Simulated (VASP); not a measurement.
# AlIn2N3 (Cmc2_1) in VASP: a series of runs, part 2 of 2

VASP 6.6.1. The steps go on from the part before.

### Step 3. Single point, r2SCAN (biaxial strain in the a-b plane: +1.5 %, then relaxed in part)

POSCAR reads:

```
AlIn2N3
1.0
    5.1800175020     -2.9808312210      0.0000000000
    5.1800175020      2.9808312210      0.0000000000
    0.0000000000      0.0000000000      5.3825536072
Al In N
2 4 6
Direct
    0.3411806367      0.6588193633      0.9885341875
    0.6588193633      0.3411806367      0.4885341875
    0.9887494502      0.3352002581      0.9829997664
    0.6647997419      0.0112505498      0.9829997664
    0.0112505498      0.6647997419      0.4829997664
    0.3352002581      0.9887494502      0.4829997664
    0.9690152248      0.3331352016      0.3881132929
    0.6668647984      0.0309847752      0.3881132929
    0.0309847752      0.6668647984      0.8881132929
    0.3331352016      0.9690152248      0.8881132929
    0.3679072008      0.6320927992      0.3412396939
    0.6320927992      0.3679072008      0.8412396939
```

INCAR.step1 reads:

```
SYSTEM = AlIn2N3
ALGO = Normal
EDIFF = 1E-4
ENCUT = 520
GGA = PE
ISMEAR = 0
LASPH = .True.
LCHARG = .False.
LREAL = .False.
LWAVE = .True.
NBANDS = 56
NELM = 100
PREC = Accurate
SIGMA = 0.02
```

INCAR.step2 reads:

```
SYSTEM = AlIn2N3
ALGO = Normal
EDIFF = 1E-6
ENCUT = 520
ISIF = 2
ISMEAR = 0
ISTART = 1
LASPH = .True.
LCHARG = .False.
LMIXTAU = .True.
LREAL = .False.
LWAVE = .False.
METAGGA = R2SCAN
NBANDS = 56
NELM = 100
PREC = Accurate
SIGMA = 0.02
```

KPOINTS reads:

```
k-points
0
Gamma
  6 6 6
  0 0 0
```

Potentials or basis: VASP PAW PBE potentials, release 64 (Al, In_d, N).

Launch:

```sh
cat potpaw_PBE.64/Al/POTCAR potpaw_PBE.64/In_d/POTCAR potpaw_PBE.64/N/POTCAR > POTCAR
cp INCAR.step1 INCAR
mpirun -np 1 vasp_std > vasp.out
cp INCAR.step2 INCAR
mpirun -np 1 vasp_std > vasp.out
```

OUTCAR:

```text
SYSTEM = AlIn2N3
   EDIFF = 1E-6
   ENCUT = 520
   ISIF = 2
   ISMEAR = 0
   ISTART = 1
   LASPH = .True.
   LREAL = .False.
   METAGGA = R2SCAN
   NELM = 100
   PREC = Accurate

 ion  position               nearest neighbor table
   1  0.341  0.659  0.989-  11 1.91  12 1.91   9 1.91  10 1.91   2 3.29   2 3.29   6 3.30   5 3.30
                             3 3.35   4 3.35   6 3.35   5 3.35   3 3.50   4 3.50   4 3.50   3 3.50
   2  0.659  0.341  0.489-  12 1.91  11 1.91   7 1.91   8 1.91   1 3.29   1 3.29   4 3.30   3 3.30
                             6 3.35   5 3.35   4 3.35   3 3.35   5 3.50   6 3.50   6 3.50   5 3.50
   3  0.989  0.335  0.983-  12 2.18   9 2.18  10 2.18   7 2.18   2 3.30   1 3.35   2 3.35   4 3.36
                             5 3.38   5 3.38   6 3.39   6 3.39   4 3.49   4 3.49   1 3.50   1 3.50
[... 1660 lines left out ...]
      direct lattice vectors                 reciprocal lattice vectors
     5.180017502 -2.980831221  0.000000000     0.096524770 -0.167738447  0.000000000
     5.180017502  2.980831221  0.000000000     0.096524770  0.167738447  0.000000000
     0.000000000  0.000000000  5.382553607     0.000000000  0.000000000  0.185785423

 POSITION                                       TOTAL-FORCE (eV/Angst)
 -----------------------------------------------------------------------------------
      5.18002      0.94683      5.32084         0.000000      0.002357      0.000347
      5.18002     -0.94683      2.62956         0.000000     -0.002357      0.000347
      6.85808     -1.94812      5.29105        -0.001001      0.000864     -0.006754
      3.50195     -1.94812      5.29105         0.001001      0.000864     -0.006754
      3.50195      1.94812      2.59977         0.001001     -0.000864     -0.006754
      6.85808      1.94812      2.59977        -0.001001     -0.000864     -0.006754
      6.74516     -1.89545      2.08904        -0.044710      0.027415      0.022107
      3.61487     -1.89545      2.08904         0.044710      0.027415      0.022107
      3.61487      1.89545      4.78032         0.044710     -0.027415      0.022107
      6.74516      1.89545      4.78032        -0.044710     -0.027415      0.022107
      5.18002      0.78749      1.83674         0.000000     -0.046551     -0.031053
      5.18002     -0.78749      4.52802         0.000000      0.046551     -0.031053
 -----------------------------------------------------------------------------------
    total drift:                               -0.000000     -0.000000     -0.009192

  FREE ENERGIE OF THE ION-ELECTRON SYSTEM (eV)
  ---------------------------------------------------
  free  energy   TOTEN  =      -166.0144117100 eV

  energy  without entropy=     -166.0144117100  energy(sigma->0) =     -166.01441171
```

OUTCAR.step1:

```text
SYSTEM = AlIn2N3
   EDIFF = 1E-4
   ENCUT = 520
   GGA = PE
   ISMEAR = 0
   LASPH = .True.
   LREAL = .False.
   NELM = 100
[... 1685 lines left out ...]
      6.74516      1.89545      4.78032        -0.053787     -0.032106      0.029280
      5.18002      0.78749      1.83674         0.000000     -0.066796     -0.040903
      5.18002     -0.78749      4.52802         0.000000      0.066796     -0.040903
 -----------------------------------------------------------------------------------
    total drift:                               -0.000000      0.000000      0.000180

  FREE ENERGIE OF THE ION-ELECTRON SYSTEM (eV)
  ---------------------------------------------------
  free  energy   TOTEN  =       -72.3601911677 eV

  energy  without entropy=      -72.3601911677  energy(sigma->0) =      -72.36019117
```

It took 76 min on 1 thread of Oxide Virtual Turin-like, shared host; peak memory 0.54 GiB.

What came out:

| Property | Result |
| --- | --- |
| Free energy | -166.0144 eV |
| Pressure | -3.0 GPa |
| Largest force | 0.057 eV/Å |
| Band gap on the k mesh | 1.30 eV |

Forces on the atoms (eV/Å):
```
Al   0.000  0.002  0.000
Al   0.000 -0.002  0.000
In  -0.001  0.001 -0.007
In   0.001  0.001 -0.007
In   0.001 -0.001 -0.007
In  -0.001 -0.001 -0.007
N   -0.045  0.027  0.022
N    0.045  0.027  0.022
N    0.045 -0.027  0.022
N   -0.045 -0.027  0.022
N    0.000 -0.047 -0.031
N    0.000  0.047 -0.031
```

Stress tensor (GPa, compression positive):
```
-4.61  0.00  0.00
 0.00 -4.48  0.00
 0.00  0.00  0.21
```

Levels at points of the mesh, in eV from the valence-band top:
```csv
k point,band 41,band 42,band 43,band 44,band 45,band 46,band 47,band 48
"(0.00, 0.00, 0.00)",-0.71,-0.07,-0.06,0.00,1.30,3.79,5.60,5.95
"(0.50, 0.00, 0.00)",-0.74,-0.65,-0.63,-0.46,4.01,4.04,5.18,5.20
"(0.50, 0.50, 0.00)",-0.84,-0.69,-0.51,-0.41,4.02,4.07,4.72,5.72
"(0.00, 0.00, 0.50)",-0.40,-0.40,-0.23,-0.23,3.62,3.62,6.61,6.61
"(0.50, 0.00, 0.50)",-0.88,-0.88,-0.82,-0.82,4.44,4.44,4.98,4.98
"(0.50, 0.50, 0.50)",-0.95,-0.95,-0.64,-0.64,4.57,4.57,5.00,5.00
```

Caveat: the cell differs from its parent crystal (biaxial strain in the a-b plane: +1.5 %, then relaxed in part); the PAW data sets were made with another functional, which shifts forces and pressure a little; spin-orbit coupling is left out, which moves the levels of the heavy elements.
